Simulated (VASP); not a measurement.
Wanted: the native input for a VASP 6.6.1 run.

- Task: single point
- Functional: PBEsol
- Potentials or basis: VASP PAW PBE potentials, release 64 (Al, Co)
- Cutoff: 520 eV
- k mesh: 12 × 12 × 12
- Occupations: gaussian, width 0.1 eV
- Spin: no spin polarisation
- Dipole correction: no
- Further INCAR settings: ALGO = Normal; EDIFF = 1e-07; NBANDS = 23

The structure of AlCo3 lies in POSCAR:

```
AlCo3
1.0
    3.7777255043      0.0000000000      0.0000000000
    0.0000000000      3.7777255043      0.0000000000
    0.0000000000      0.0000000000      3.7777255043
Al Co
1 3
Direct
    0.0000000000      0.0000000000      0.0000000000
    0.5000000000      0.5000000000      0.0000000000
    0.5000000000      0.0000000000      0.5000000000
    0.0000000000      0.5000000000      0.5000000000
```

One way to write it, as run:

INCAR

```
SYSTEM = AlCo3
PREC = Accurate
ENCUT = 520
EDIFF = 1E-7
ISMEAR = 0
SIGMA = 0.1
LREAL = .False.
LASPH = .True.
NELM = 60
ALGO = Normal
ISIF = 2
LWAVE = .False.
LCHARG = .True.
GGA = PS
LELF = .True.
LVHAR = .True.
NBANDS = 23
```

KPOINTS

```
Automatic mesh
0
Gamma
  12 12 12
  0 0 0
```

Potentials or basis: VASP PAW PBE potentials, release 64 (Al, Co).

Command:

```sh
$ cat potpaw_PBE.64/Al/POTCAR potpaw_PBE.64/Co/POTCAR > POTCAR
$ mpirun -np 1 vasp_std > vasp.out
```

Results of the run:

```json
{"Pressure": "-31.6 GPa", "Band gap on the k mesh": "zero (bands 15 and 16 overlap by 0.79 eV)"}
```

Caveat: the cell stands under tension; the PAW data sets were made with another functional, which shifts forces and pressure a little; the run has no spin polarisation, though such a crystal can be magnetic.

Wall time 38 s on 1 thread of Intel(R) Xeon(R) 6975P-C (Granite Rapids), with other jobs on the host, peak memory 0.22 GiB.
